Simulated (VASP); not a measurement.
# Au (Pm-3m) in VASP: notebook, part 2 of 2

VASP 6.6.1. The steps go on from the part before.

## Step 3: Single point, LDA, non-collinear spin, zero start, spin-orbit coupling

Contents of INCAR:

```
SYSTEM = Au
PREC = Accurate
ENCUT = 520
EDIFF = 1E-6
ISMEAR = -1
SIGMA = 0.05
LREAL = .False.
LASPH = .True.
NELM = 150
ALGO = Fast
ISIF = 2
LWAVE = .False.
LCHARG = .True.
MAGMOM = 0 0 0
LORBIT = 11
LSORBIT = .True.
GGA_COMPAT = .False.
LORBMOM = .True.
LMAXMIX = 4
GGA = CA
LVHAR = .True.
NBANDS = 22
```

Contents of KPOINTS:

```
Automatic mesh
0
Gamma
  7 7 7
  0 0 0
```

Contents of POSCAR:

```
Au
1.0
    2.7484100000      0.0000000000      0.0000000000
    0.0000000000      2.7484100000      0.0000000000
    0.0000000000      0.0000000000      2.7484100000
Au
1
Direct
    0.5000000000      0.5000000000      0.5000000000
```

Potentials or basis: VASP PAW LDA potentials, release 64 (Au).

On the command line:

```bash
$ cat potpaw_LDA.64/Au/POTCAR > POTCAR
$ mpirun -np 1 vasp_ncl > vasp.out
```

OUTCAR:

```text
SYSTEM = Au
   PREC = Accurate
   ENCUT = 520
   EDIFF = 1E-6
   ISMEAR = -1
   LREAL = .False.
   LASPH = .True.
   NELM = 150
   ISIF = 2
   LORBIT = 11
   LSORBIT = .True.
   GGA = CA

 ion  position               nearest neighbor table
   1  0.500  0.500  0.500-

  LATTYP: Found a simple cubic cell.
 ALAT       =     2.7484100000

  Lattice vectors:

 A1 = (   2.7484100000,   0.0000000000,   0.0000000000)
 A2 = (   0.0000000000,   2.7484100000,   0.0000000000)
 A3 = (   0.0000000000,   0.0000000000,   2.7484100000)

Analysis of symmetry for initial positions (statically):
=====================================================================
[... 742 lines left out ...]
  1         0.000   0.000   0.000
 ----------------------------------------
            0.000   0.000   0.000

 Spin-Orbit-Coupling matrix elements

 Ion:    1  E_soc:     -0.5793845
 l=   1
     0.0000000    -0.0250857    -0.0250857
    -0.0250857     0.0000000    -0.0250857
    -0.0250857    -0.0250857     0.0000000
 l=   2
     0.0000000    -0.0106058     0.0000000    -0.0106058    -0.0608726
    -0.0106058     0.0000000    -0.0456544    -0.0106058    -0.0152181
     0.0000000    -0.0456544     0.0000000    -0.0456544     0.0000000
    -0.0106058    -0.0106058    -0.0456544     0.0000000    -0.0152181
    -0.0608726    -0.0152181     0.0000000    -0.0152181     0.0000000
 l=   3
     0.0000000     0.0000000     0.0000000     0.0000000     0.0000000     0.0000000     0.0000000
     0.0000000     0.0000000     0.0000000     0.0000000     0.0000000     0.0000000     0.0000000
     0.0000000     0.0000000     0.0000000     0.0000000     0.0000000     0.0000000     0.0000000
     0.0000000     0.0000000     0.0000000     0.0000000     0.0000000     0.0000000     0.0000000
     0.0000000     0.0000000     0.0000000     0.0000000     0.0000000     0.0000000     0.0000000
     0.0000000     0.0000000     0.0000000     0.0000000     0.0000000     0.0000000     0.0000000
     0.0000000     0.0000000     0.0000000     0.0000000     0.0000000     0.0000000     0.0000000

 total charge

# of ion       s       p       d       tot
------------------------------------------
    1        0.592   0.293   8.718   9.603

 magnetization (x)

# of ion       s       p       d       tot
------------------------------------------
    1        0.000   0.000  -0.000   0.000

 magnetization (y)

# of ion       s       p       d       tot
------------------------------------------
    1        0.000  -0.000  -0.000   0.000

 magnetization (z)

# of ion       s       p       d       tot
------------------------------------------
    1        0.000  -0.000   0.000  -0.000
```

OSZICAR:

```text
N       E                     dE             d eps       ncg     rms          rms(c)
DAV:   1     0.601819592841E+02    0.60182E+02   -0.56097E+03   880   0.951E+02
DAV:   2    -0.344757580026E+01   -0.63630E+02   -0.59662E+02  1018   0.222E+02
DAV:   3    -0.473543339022E+01   -0.12879E+01   -0.12825E+01  1036   0.316E+01
DAV:   4    -0.474232118337E+01   -0.68878E-02   -0.68874E-02   970   0.242E+00
DAV:   5    -0.474240612167E+01   -0.84938E-04   -0.84938E-04  1012   0.290E-01    0.809E+00
RMM:   6    -0.439207455013E+01    0.35033E+00   -0.54739E-01   880   0.635E+00    0.523E+00
RMM:   7    -0.437685639030E+01    0.15218E-01   -0.30231E-02   911   0.168E+00    0.296E+00
RMM:   8    -0.437324622095E+01    0.36102E-02   -0.28089E-03   933   0.548E-01    0.111E+00
RMM:   9    -0.437315786493E+01    0.88356E-04   -0.33093E-04   964   0.154E-01    0.122E-01
RMM:  10    -0.437315828975E+01   -0.42482E-06   -0.58620E-05   979   0.696E-02    0.552E-02
RMM:  11    -0.437315695459E+01    0.13352E-05   -0.82389E-06   964   0.228E-02    0.214E-02
RMM:  12    -0.437315665095E+01    0.30365E-06   -0.19860E-06   852   0.116E-02
   1 F= -.43731567E+01 E0= -.43709634E+01  d E =-.438643E-02  mag=    -0.0000     0.0000     0.0000
```

stdout:

```text
POSCAR found type information on POSCAR Au
 POSCAR found :  1 types and       1 ions
 scaLAPACK will be used
 LDA part: xc-table for (Slater(with rela. corr.)+CA(PZ))
 , standard interpolation
 POSCAR, INCAR and KPOINTS ok, starting setup
 FFT: planning ... GRIDC
 FFT: planning ... GRID_SOFT
 FFT: planning ... GRID
 WAVECAR not read
 entering main loop
```

Wall time 6.3 s (1 thread of Intel Xeon 6975P-C (Granite Rapids), shared host); peak memory 0.15 GiB.

What came out:

| Item | Value |
| --- | --- |
| Free energy | -4.3732 eV |
| Pressure | -11.1 GPa |
| Net moment | 0.00 μB per cell |
| Valence electrons inside the program's atomic spheres | Au 9.60 |

Moments on the atoms (μB; x, y, z):
```
Au  0.00 0.00 0.00
```

## Step 4: Relaxation of cell and atoms, PBE

Contents of INCAR:

```
SYSTEM = Au
PREC = Accurate
ENCUT = 600
EDIFF = 1E-7
ISMEAR = -1
SIGMA = 0.05
LREAL = .FALSE.
LASPH = .TRUE.
NELM = 60
ALGO = Fast
ISIF = 3
LWAVE = .FALSE.
LCHARG = .FALSE.
GGA = PE
IBRION = 2
NSW = 60
EDIFFG = -0.01
```

Contents of KPOINTS:

```
regular mesh
0
G
  10 10 10
  0 0 0
```

POSCAR is that of step 3.

Potentials or basis: VASP PAW PBE potentials, release 64 (Au).

On the command line:

```bash
$ cat potpaw_PBE.64/Au/POTCAR > POTCAR
$ mpirun -np 1 vasp_std > vasp.out
```

Run time: 8 s. Hardware: 1 thread of Intel Xeon 6975P-C (Granite Rapids), shared host; peak memory 0.15 GiB.

Results (log left out):

```
Free energy                            : -3.0132 eV
Relaxed volume                         : 20.79 Å³/atom
Relaxed cell                           : a = 2.749 Å, b = 2.749 Å, c = 2.749 Å, α = 90.00°, β = 90.00°, γ = 90.00°
Space group after relaxing (to 0.05 Å) : Pm-3m (No. 221)
Energy gained by relaxing              : 0.0 meV/atom
Ionic steps                            : 3
Pressure after relaxing                : 0.0 GPa
```

Final structure:
```
Au
1.0
     2.74950    0.00000    0.00000
     0.00000    2.74950    0.00000
     0.00000    0.00000    2.74950
Au
1
Direct
  0.50000 0.50000 0.50000
```

Levels at points of the mesh, in eV from the Fermi level:
```
           k point  band 1  band 2  band 3  band 4  band 5  band 6  band 7  band 8  band 9
(0.00, 0.00, 0.00)   -7.74   -5.59   -5.59   -1.44   -1.44   -1.44   13.83   13.83   13.83
(0.50, 0.00, 0.00)   -5.67   -5.20   -2.86   -2.86   -1.31   -0.42    2.03   16.32   18.41
(0.50, 0.50, 0.00)   -5.53   -4.86   -2.61   -2.61   -0.31    3.84    3.84    6.36   11.44
(0.50, 0.50, 0.50)   -4.87   -4.87   -4.87   -0.21   -0.21    8.40    8.40    8.40   10.17
```

Caveat: spin-orbit coupling is left out, which moves the levels of the heavy elements.

## Step 5: Relaxation of cell and atoms, LDA

Contents of INCAR:

```
PREC     = Accurate       # precision mode
ENCUT    = 600            # plane-wave cutoff, eV
EDIFF    = 1E-7           # SCF threshold, eV
ISMEAR   = -1             # smearing method
SIGMA    = 0.05           # smearing width, eV
LREAL    = F              # projectors in reciprocal space
LASPH    = T              # aspherical terms in the spheres
NELM     = 100            # most SCF steps
ALGO     = Normal         # electronic algorithm
ISIF     = 3              # what is computed and relaxed
LWAVE    = F              # write WAVECAR
LCHARG   = F              # write CHGCAR
GGA      = CA             # functional
IBRION   = 2              # ionic algorithm
NSW      = 60             # ionic steps
EDIFFG   = -0.01          # ionic threshold
```

Contents of KPOINTS:

```
Automatic mesh
0
Gamma
  10 10 10
```

POSCAR is that of step 4.

Potentials or basis: VASP PAW LDA potentials, release 64 (Au).

On the command line:

```bash
$ cat potpaw_LDA.64/Au/POTCAR > POTCAR
$ mpirun -np 1 vasp_std > vasp.out
```

Wall time 8.4 s (1 thread of Intel Xeon 6975P-C (Granite Rapids), shared host); peak memory 0.14 GiB.

Results (log left out):

- Free energy: -4.1570 eV
- Relaxed volume: 19.05 Å³/atom
- Relaxed cell: a = 2.671 Å, b = 2.671 Å, c = 2.671 Å, α = 90.00°, β = 90.00°, γ = 90.00°
- Space group after relaxing (to 0.05 Å): Pm-3m (No. 221)
- Energy gained by relaxing: 55.6 meV/atom
- Ionic steps: 4
- Pressure after relaxing: -0.1 GPa

The path:
| step | energy change (eV) | largest force (eV/Å) | pressure (GPa) | volume (Å³) |
| --- | --- | --- | --- | --- |
| 1 | 0.0000 | 0.0000 | -9.52 | 20.76 |
| 2 | 0.0374 | 0.0000 | 18.73 | 17.27 |
| 3 | -0.0556 | 0.0000 | -0.36 | 19.09 |
| 4 | -0.0556 | 0.0000 | -0.08 | 19.05 |

Final structure:
```yaml
crystal:
  lattice:
    - [2.67078, 0.00000, 0.00000]
    - [0.00000, 2.67078, 0.00000]
    - [0.00000, 0.00000, 2.67078]
  atoms:
    - { symbol: Au, position: [0.50000, 0.50000, 0.50000] }
```

Levels at points of the mesh, in eV from the Fermi level:
```tsv
k point	band 1	band 2	band 3	band 4	band 5	band 6	band 7	band 8	band 9
(0.00, 0.00, 0.00)	-8.50	-6.23	-6.23	-1.37	-1.37	-1.37	14.27	14.27	14.27
(0.50, 0.00, 0.00)	-6.26	-5.77	-3.05	-3.05	-1.21	-0.81	2.46	16.41	18.87
(0.50, 0.50, 0.00)	-6.18	-5.36	-2.75	-2.75	-0.09	3.80	3.80	7.24	12.01
(0.50, 0.50, 0.50)	-5.40	-5.40	-5.40	0.02	0.02	8.78	8.78	8.78	10.00
```

Caveat: spin-orbit coupling is left out, which moves the levels of the heavy elements.

## Step 6: Overview

```tsv
task	level	potentials or basis	spin	cell	k mesh	cutoff (eV)	gap on the mesh (eV)	pressure (GPa)	moment (μB)	relaxed volume (Å³/atom)
single point	PBE	VASP PAW PBE potentials, release 64 (Au)	non-collinear, zero start, SOC	as given	7 × 7 × 7	520	-	-1.5	0.00	-
single point	LDA	VASP PAW LDA potentials, release 64 (Au)	non-collinear, zero start, SOC	as given	7 × 7 × 7	520	-	-11.1	0.00	-
relaxation of cell and atoms	PBE	VASP PAW PBE potentials, release 64 (Au)	off	relaxed	10 × 10 × 10	600	none	0.0	-	20.79
relaxation of cell and atoms	LDA	VASP PAW LDA potentials, release 64 (Au)	off	relaxed	10 × 10 × 10	600	none	-0.1	-	19.05
```

Alike in all rows: smearing fermi-dirac 0.05 eV.

Caveats: spin-orbit coupling is left out, which moves the levels of the heavy elements (some runs).

Total energies depend on the potentials used, so only differences within one code and one set of settings carry meaning.
